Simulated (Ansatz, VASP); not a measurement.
AlN in VASP and in Ansatz

INCAR

```
SYSTEM = AlN
PREC = Accurate
ENCUT = 600
EDIFF = 1E-6
ISMEAR = 0
SIGMA = 0.05
LREAL = .FALSE.
LASPH = .TRUE.
NELM = 120
ALGO = Normal
ISIF = 2
LWAVE = .FALSE.
LCHARG = .TRUE.
GGA = PS
LELF = .TRUE.
LVHAR = .TRUE.
NBANDS = 16
GGA_COMPAT = .FALSE.
```

Contents of KPOINTS:

```
regular mesh
0
G
  12 12 6
  0 0 0
```

The input POSCAR:

```
AlN
1.0
    3.1110021516      0.0000000000      0.0000000000
   -1.5555010758      2.6942068945      0.0000000000
    0.0000000000      0.0000000000      4.9780000000
Al N
2 2
Direct
    0.3333333333      0.6666666667      0.0000000000
    0.6666666667      0.3333333333      0.5000000000
    0.2776583218      0.5553166435      0.3850000000
    0.6666666667      0.3333333333      0.8850000000
```

Input for Ansatz:

```yaml
crystal:
  lattice:
    - [3.1110021516, 0.0, 0.0]
    - [-1.5555010758, 2.6942068945, 0.0]
    - [0.0, 0.0, 4.978]
  atoms:
    - { symbol: Al, position: [0.3333333333, 0.6666666667, 0.0] }
    - { symbol: Al, position: [0.6666666667, 0.3333333333, 0.5] }
    - { symbol: "N", position: [0.2776583218, 0.5553166435, 0.385] }
    - { symbol: "N", position: [0.6666666667, 0.3333333333, 0.885] }
basis:
  ecutwfc: 420
kpoints:
  mp_grid: { grid: [12, 12, 6] }
hamiltonian:
  xc: pbesol
scf:
  occupations: { method: gaussian, width: 0.05 }
output:
  forces: true
  stress: true
  eigenvalues: true
```

Alike in both runs: task single point; functional PBEsol; k mesh 12 × 12 × 6; occupations gaussian, width 0.05 eV; no spin polarisation.

```csv
,VASP,Ansatz
version,VASP 6.6.1,Ansatz 0.2.0
potentials or method,"VASP PAW PBE potentials, release 64 (Al, N), cutoff 600 eV","scalar-relativistic, plane waves, PAW"
valence electrons in the cell,16,16
```

```csv
,VASP,Ansatz,Ansatz less VASP
gap on the k mesh at the Fermi level (eV),3.67,3.65,-0.015
least direct gap on the mesh (eV),3.67,3.65,-0.015
pressure (GPa),4.9,5.0,+0.07
"traceless stress, the component that is largest in VASP (GPa)",14.05,13.80,-0.246
rms of the force components (eV/Å),1.221,1.208,-0.0132
```

VASP's potentials were made for PBE, not for PBEsol. Atom by atom the forces differ by 0.013 eV/Å (rms over components).
